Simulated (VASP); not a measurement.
# TlCl (Pm-3m) in VASP: further runs

TlCl is run at these levels: PBEsol; tasks: elastic constants.

All numbers are computed with VASP 6.6.1; they aren't measurements. Logs are shortened: lines on timing, memory, paths and dates and some standing lists are left out, and cuts for length are marked.

**1. The cell of the first run**

Symmetry: Pm-3m, No. 221, cubic system. Conventional cell: a = 3.731 Å, b = 3.731 Å, c = 3.731 Å, α = 90.00°, β = 90.00°, γ = 90.00°. Within 4.3 Å of Tl (site symmetry m-3m) lie 8 Cl at 3.23 Å and 6 Tl at 3.73 Å. Within 4.3 Å of Cl (site symmetry m-3m) lie 8 Tl at 3.23 Å and 6 Cl at 3.73 Å.

**2. Elastic constants, PBEsol**

INCAR reads:

```
SYSTEM = TlCl
PREC = Accurate
ENCUT = 500
EDIFF = 1E-8
ISMEAR = 0
SIGMA = 0.01
LREAL = .False.
LASPH = .True.
NELM = 120
ALGO = Normal
ISIF = 3
LWAVE = .False.
LCHARG = .True.
GGA = PS
IBRION = 6
NFREE = 2
POTIM = 0.015
NSW = 1
GGA_COMPAT = .False.
```

KPOINTS reads:

```
regular mesh
0
Gamma
  6 6 6
  0 0 0
```

POSCAR reads:

```
TlCl
1.0
    3.7305861989      0.0000000000      0.0000000000
    0.0000000000      3.7305861989      0.0000000000
    0.0000000000      0.0000000000      3.7305861989
Tl Cl
1 1
Direct
    0.0000000000      0.0000000000      0.0000000000
    0.5000000000      0.5000000000      0.5000000000
```

Potentials or basis: VASP PAW PBE potentials, release 64 (Tl_d, Cl).

Started as:

```console
$ cat potpaw_PBE.64/Tl_d/POTCAR potpaw_PBE.64/Cl/POTCAR > POTCAR
$ mpirun -np 1 vasp_std > vasp.out
```

OUTCAR:

```text
SYSTEM = TlCl
   PREC = Accurate
   ENCUT = 500
   EDIFF = 1E-8
   ISMEAR = 0
   LREAL = .False.
   LASPH = .True.
   NELM = 120
   ISIF = 3
   GGA = PS
   IBRION = 6
   NFREE = 2
   POTIM = 0.015
   NSW = 1

 ion  position               nearest neighbor table
   1  0.000  0.000  0.000-   2 3.23   2 3.23   2 3.23   2 3.23   2 3.23   2 3.23   2 3.23   2 3.23

   2  0.500  0.500  0.500-   1 3.23   1 3.23   1 3.23   1 3.23   1 3.23   1 3.23   1 3.23   1 3.23

  LATTYP: Found a simple cubic cell.
 ALAT       =     3.7305861989

  Lattice vectors:

 A1 = (   3.7305861989,   0.0000000000,   0.0000000000)
 A2 = (   0.0000000000,   3.7305861989,   0.0000000000)
 A3 = (   0.0000000000,   0.0000000000,   3.7305861989)

Analysis of symmetry for initial positions (statically):
=====================================================================
 Subroutine PRICEL returns:
 Original cell was already a primitive cell.

 Routine SETGRP: Setting up the symmetry group for a
 simple cubic supercell.

 Subroutine GETGRP returns: Found 48 space group operations
 (whereof 48 operations were pure point group operations)
 out of a pool of 48 trial point group operations.

The static configuration has the point symmetry O_h .

Analysis of symmetry for dynamics (positions and initial velocities):
=====================================================================
 Subroutine PRICEL returns:
 Original cell was already a primitive cell.

 Routine SETGRP: Setting up the symmetry group for a
 simple cubic supercell.

 Subroutine GETGRP returns: Found 48 space group operations
 (whereof 48 operations were pure point group operations)
 out of a pool of 48 trial point group operations.

The dynamic configuration has the point symmetry O_h .

 Subroutine INISYM returns: Found 48 space group operations
 (whereof 48 operations are pure point group operations),
 and found     1 'primitive' translations

----------------------------------------------------------------------------------------

                                     Primitive cell

  volume of cell :      51.9196

  direct lattice vectors                    reciprocal lattice vectors
     3.730586199  0.000000000  0.000000000     0.268054388  0.000000000  0.000000000
     0.000000000  3.730586199  0.000000000     0.000000000  0.268054388  0.000000000
     0.000000000  0.000000000  3.730586199     0.000000000  0.000000000  0.268054388

  length of vectors
     3.730586199  3.730586199  3.730586199     0.268054388  0.268054388  0.268054388

  position of ions in fractional coordinates (direct lattice)
     0.000000000  0.000000000  0.000000000
     0.500000000  0.500000000  0.500000000

  ion indices of the primitive-cell ions
   primitive index   ion index
                 1           1
                 2           2

----------------------------------------------------------------------------------------

 KPOINTS: regular mesh

Automatic generation of k-mesh.
 Grid dimensions read from file:
 generate k-points for:    6    6    6

 Generating k-lattice:

  Cartesian coordinates                     Fractional coordinates (reciprocal lattice)
     0.044675731  0.000000000  0.000000000     0.166666667  0.000000000  0.000000000
     0.000000000  0.044675731  0.000000000     0.000000000  0.166666667  0.000000000
     0.000000000  0.000000000  0.044675731     0.000000000  0.000000000  0.166666667

  Length of vectors
     0.044675731  0.044675731  0.044675731

  Shift w.r.t. Gamma in fractional coordinates (k-lattice)
     0.000000000  0.000000000  0.000000000

 Subroutine IBZKPT returns following result:
 ===========================================

 Found     20 irreducible k-points:

 Following reciprocal coordinates:
            Coordinates               Weight
  0.000000  0.000000  0.000000      1.000000
  0.166667  0.000000  0.000000      6.000000
  0.333333  0.000000  0.000000      6.000000
  0.500000  0.000000  0.000000      3.000000
  0.166667  0.166667  0.000000     12.000000
  0.333333  0.166667  0.000000     24.000000
[... 12 lines left out ...]
  0.500000  0.500000  0.333333      6.000000
  0.500000  0.500000  0.500000      1.000000
   k-points           NKPTS =     20   k-points in BZ     NKDIM =     20   number of bands    NBANDS=     14
   number of dos      NEDOS =    301   number of ions     NIONS =      2
   total plane-waves  NPLWV =  21952
   dimension x,y,z NGX =    28 NGY =   28 NGZ =   28
[... 65 lines left out ...]

------------------------ aborting loop because EDIFF is reached ----------------------------------------

  FORCE on cell =-STRESS in cart. coord.  units (eV):
  Direction    XX          YY          ZZ          XY          YZ          ZX
  --------------------------------------------------------------------------------------
  -------------------------------------------------------------------------------------
  Total        0.3066328      0.3066328      0.3066328     -0.0000000      0.0000000      0.0000000
  in kB        9.4623277      9.4623277      9.4623277     -0.0000000      0.0000000      0.0000000
  external PRESSURE =       9.4623277 kB  Pullay stress =       0.0000000 kB
[... 89 lines left out ...]
  FREE ENERGIE OF THE ION-ELECTRON SYSTEM (eV)
  ---------------------------------------------------
  free  energy   TOTEN  =        -6.4570216478 eV

  energy  without entropy=       -6.4570216478  energy(sigma->0) =       -6.45702165

 E-fermi :   3.5220     XC(G=0):  -9.6999

 val. band max:        3.4124152355   @ k =   0.0000   0.0000   0.5000
 cond. band min:       5.1152625942   @ k =   0.5000   0.0000   0.0000
 fundamental gap:      1.7028473587
 Fermi energy:         3.5220394216

 k-point     1 :       0.0000    0.0000    0.0000
  band No.  band energies     occupation
      1     -10.8230      2.00000
      2      -6.6899      2.00000
      3      -6.6682      2.00000
      4      -6.3780      2.00000
      5      -6.3780      2.00000
      6      -6.3771      2.00000
      7      -1.4174      2.00000
      8       1.4457      2.00000
      9       1.5586      2.00000
     10       1.5586      2.00000
     11      10.8156      0.00000
     12      10.9434      0.00000
     13      11.2669      0.00000
     14      11.4445      0.00000
[... 377 lines left out ...]
      1     -10.4645      2.00000
      2      -6.6235      2.00000
      3      -6.4784      2.00000
      4      -6.4705      2.00000
      5      -6.4396      2.00000
      6      -6.3871      2.00000
      7      -2.2830      2.00000
      8       1.2578      2.00000
      9       2.0757      2.00000
     10       2.8217      2.00000
     11       5.9696      0.00000
     12       9.1582      0.00000
     13      10.3380      0.00000
     14      12.1500      0.00000

 [... further k-points ...]

[... ionic steps 4 to 14 ...]

--------------------------------------- Ionic step       15  -------------------------------------------

 number of electron      20.0000004 magnetization

------------------------ aborting loop because EDIFF is reached ----------------------------------------
[... 67 lines left out ...]
--------------------------------------- Ionic step       17  -------------------------------------------

 number of electron      20.0000008 magnetization

 Free energy of the ion-electron system (eV)
  ---------------------------------------------------
  ext. energy  EPLUGINS =         0.00000000
  ---------------------------------------------------
  free energy    TOTEN  =        -6.46354787 eV

  energy without entropy =       -6.46354787  energy(sigma->0) =       -6.46354787

 E-fermi :   3.6277     XC(G=0):  -9.7742

 val. band max:        3.5825534128   @ k =   0.0000   0.5000   0.0000
 cond. band min:       5.2942413090   @ k =   0.5000   0.0000   0.0000
 fundamental gap:      1.7116878962
 Fermi energy:         3.6276820753

 k-point     1 :       0.0000    0.0000    0.0000
  band No.  band energies     occupation
      1     -10.7453      2.00000
      2      -6.5366      2.00000
      3      -6.5365      2.00000
      4      -6.2228      2.00000
      5      -6.2228      2.00000
      6      -6.2228      2.00000
      7      -1.2719      2.00000
      8       1.6269      2.00000
      9       1.6269      2.00000
     10       1.6273      2.00000
     11      11.0103      0.00000
     12      11.0173      0.00000
     13      11.6257      0.00000
     14      11.6257      0.00000
[... 377 lines left out ...]
      1     -10.5969      2.00000
      2      -6.5026      2.00000
      3      -6.4466      2.00000
      4      -6.2702      2.00000
      5      -6.2520      2.00000
      6      -6.2425      2.00000
      7      -1.7200      2.00000
      8       1.1671      2.00000
      9       1.8517      2.00000
     10       2.6124      2.00000
     11       8.7400      0.00000
     12       9.6997      0.00000
     13      11.0535      0.00000
     14      12.0233      0.00000

 [... further k-points ...]
[... 5 lines left out ...]
  --------------------------------------------------------------------------------------
  -------------------------------------------------------------------------------------
  Total        0.3071578      0.3072134      0.3072134      0.0000000     -0.0000000      0.0000000
  in kB        9.4785291      9.4802423      9.4802423      0.0000000     -0.0000000      0.0000000
  external PRESSURE =       9.4796712 kB  Pullay stress =       0.0000000 kB
[... 17 lines left out ...]
  FREE ENERGIE OF THE ION-ELECTRON SYSTEM (eV)
  ---------------------------------------------------
  free  energy   TOTEN  =        -6.4635478711 eV

  energy  without entropy=       -6.4635478711  energy(sigma->0) =       -6.46354787

 INTERNAL STRAIN TENSORS FROM STRAINED CELLS
 ============================================

 INTERNAL STRAIN TENSOR FOR ION    1 for displacements in x,y,z  (eV/Angst):
          X           Y           Z          XY          YZ          ZX
  --------------------------------------------------------------------------------
  x     0.00000     0.00000     0.00000     0.00000     0.00000     0.00000
  y     0.00000     0.00000     0.00000     0.00000     0.00000     0.00000
  z     0.00000     0.00000     0.00000     0.00000     0.00000     0.00000

 INTERNAL STRAIN TENSORS FROM DISPLACED ATOMS
 ============================================

 INTERNAL STRAIN TENSOR FOR ION    1 for displacements in x,y,z  (eV/Angst):
          X           Y           Z          XY          YZ          ZX
  --------------------------------------------------------------------------------
  x     0.00000     0.00000     0.00000     0.00000     0.00000     0.00000
  y     0.00000     0.00000     0.00000     0.00000     0.00000     0.00000
  z     0.00000     0.00000     0.00000     0.00000     0.00000     0.00000

 INTERNAL STRAIN TENSOR FOR ION    2 for displacements in x,y,z  (eV/Angst):
          X           Y           Z          XY          YZ          ZX
  --------------------------------------------------------------------------------
  x     0.00000     0.00000     0.00000     0.00000     0.00000     0.00000
  y     0.00000     0.00000     0.00000     0.00000     0.00000     0.00000
  z     0.00000     0.00000     0.00000     0.00000     0.00000     0.00000

 Eigenvectors and eigenvalues of the dynamical matrix
 ----------------------------------------------------

   1 f  =    1.921512 THz    12.073218 2PiTHz   64.094753 cm-1     7.946733 meV
             X         Y         Z           dx          dy          dz
      0.000000  0.000000  0.000000    -0.390813    0.000000    0.000000
      1.865293  1.865293  1.865293     0.920470   -0.000000    0.000000
[... 21 lines left out ...]
   6 f/i=    0.013205 THz     0.082970 2PiTHz    0.440472 cm-1     0.054612 meV
             X         Y         Z           dx          dy          dz
      0.000000  0.000000  0.000000     0.001298    0.547733    0.739765
      1.865293  1.865293  1.865293     0.000551    0.232556    0.314089

--------------------------------------------------------------------------------------------------------

 ELASTIC MODULI CONTR FROM IONIC RELAXATION (kBar)
 Direction    XX          YY          ZZ          XY          YZ          ZX
 --------------------------------------------------------------------------------
 XX           0.0000      0.0000      0.0000      0.0000      0.0000      0.0000
 YY           0.0000      0.0000      0.0000      0.0000      0.0000      0.0000
 ZZ           0.0000      0.0000      0.0000      0.0000      0.0000      0.0000
 XY           0.0000      0.0000      0.0000      0.0000      0.0000      0.0000
 YZ           0.0000      0.0000      0.0000      0.0000      0.0000      0.0000
 ZX           0.0000      0.0000      0.0000      0.0000      0.0000      0.0000
 --------------------------------------------------------------------------------

 TOTAL ELASTIC MODULI (kBar)
 Direction    XX          YY          ZZ          XY          YZ          ZX
 --------------------------------------------------------------------------------
 XX         520.6290    253.2172    253.2172     -0.0000     -0.0000      0.0000
 YY         253.2172    520.6290    253.2172     -0.0000      0.0000      0.0000
 ZZ         253.2172    253.2172    520.6290     -0.0000      0.0000      0.0000
 XY          -0.0000     -0.0000     -0.0000    136.1522      0.0000      0.0000
 YZ          -0.0000      0.0000      0.0000      0.0000    136.1522      0.0000
 ZX           0.0000      0.0000      0.0000      0.0000      0.0000    136.1522
 --------------------------------------------------------------------------------
```

It took 5 min on 1 thread of Oxide Virtual Turin-like, shared host; peak memory 0.2 GiB.

Results:

- Elastic constants C11, C12, C44: 52, 25, 14 GPa
- Voigt bulk modulus: 34 GPa
- Highest phonon frequency at Γ, LO-TO splitting left out: 64 cm⁻¹

Phonon frequencies in cm⁻¹ (negative: imaginary):
```tsv
q point	frequencies
(0.000, 0.000, 0.000)	0 0 0 64 64 64
```

Elastic tensor in Voigt notation (GPa, in the Cartesian axes of the cell as first typed):
```
52 25 25  0  0  0
25 52 25  0  0  0
25 25 52  0  0  0
 0  0  0 14  0  0
 0  0  0  0 14  0
 0  0  0  0  0 14
```

Clamped-ion elastic tensor (GPa):
```
52 25 25  0  0  0
25 52 25  0  0  0
25 25 52  0  0  0
 0  0  0 14  0  0
 0  0  0  0 14  0
 0  0  0  0  0 14
```

Caveat: the PAW data sets were made with another functional, which shifts forces and pressure a little; spin-orbit coupling is left out, which moves the levels of the heavy elements.

**3. Elastic constants, PBEsol**

This run uses another cell than the first one, of 26.77 Å³/atom.

INCAR reads:

```
SYSTEM = TlCl
PREC     = Accurate       ! precision mode
ENCUT    = 500            ! plane-wave cutoff, eV
EDIFF    = 1E-8           ! SCF threshold, eV
ISMEAR   = 0              ! smearing method
SIGMA    = 0.01           ! smearing width, eV
LREAL    = .FALSE.        ! projectors in reciprocal space
LASPH    = .TRUE.         ! aspherical terms in the spheres
NELM     = 120            ! most SCF steps
ALGO     = Normal         ! electronic algorithm
ISIF     = 3              ! what is computed and relaxed
LWAVE    = .FALSE.        ! write WAVECAR
LCHARG   = .FALSE.        ! write CHGCAR
GGA      = PS             ! functional
NBANDS   = 17             ! bands
IBRION   = 6              ! ionic algorithm
NFREE    = 2            
POTIM    = 0.015          ! step
NSW      = 1              ! ionic steps
GGA_COMPAT= .FALSE.
```

KPOINTS reads:

```
regular mesh
0
G
  6 6 6
  0 0 0
```

POSCAR reads:

```
TlCl
1.0
    3.7692256933      0.0000000000      0.0000000000
    0.0000000000      3.7692256933      0.0000000000
    0.0000000000      0.0000000000      3.7692256933
Tl Cl
1 1
Direct
    0.0000000000      0.0000000000      0.0000000000
    0.5000000000      0.5000000000      0.5000000000
```

Potentials or basis: VASP PAW PBE potentials, release 64 (Tl_d, Cl).

Started as:

```console
$ cat potpaw_PBE.64/Tl_d/POTCAR potpaw_PBE.64/Cl/POTCAR > POTCAR
$ mpirun -np 1 vasp_std > vasp.out
```

Wall time 7.2 min (1 thread of Oxide Virtual Turin-like, shared host); peak memory 0.22 GiB.

Results (log left out):

| Quantity | Value |
| --- | --- |
| Elastic constants C11, C12, C44 | 48, 21, 11 GPa |
| Voigt bulk modulus | 30 GPa |
| Highest phonon frequency at Γ, LO-TO splitting left out | 51 cm⁻¹ |

Phonon frequencies in cm⁻¹ (negative: imaginary):
```
              q point     frequencies
(0.000, 0.000, 0.000)  0 0 0 51 51 51
```

Elastic tensor in Voigt notation (GPa, in the Cartesian axes of the cell as first typed):
```
48 21 21  0  0  0
21 48 21  0  0  0
21 21 48  0  0  0
 0  0  0 11  0  0
 0  0  0  0 11  0
 0  0  0  0  0 11
```

Clamped-ion elastic tensor (GPa):
```
48 21 21  0  0  0
21 48 21  0  0  0
21 21 48  0  0  0
 0  0  0 11  0  0
 0  0  0  0 11  0
 0  0  0  0  0 11
```

Caveat: the PAW data sets were made with another functional, which shifts forces and pressure a little; spin-orbit coupling is left out, which moves the levels of the heavy elements.
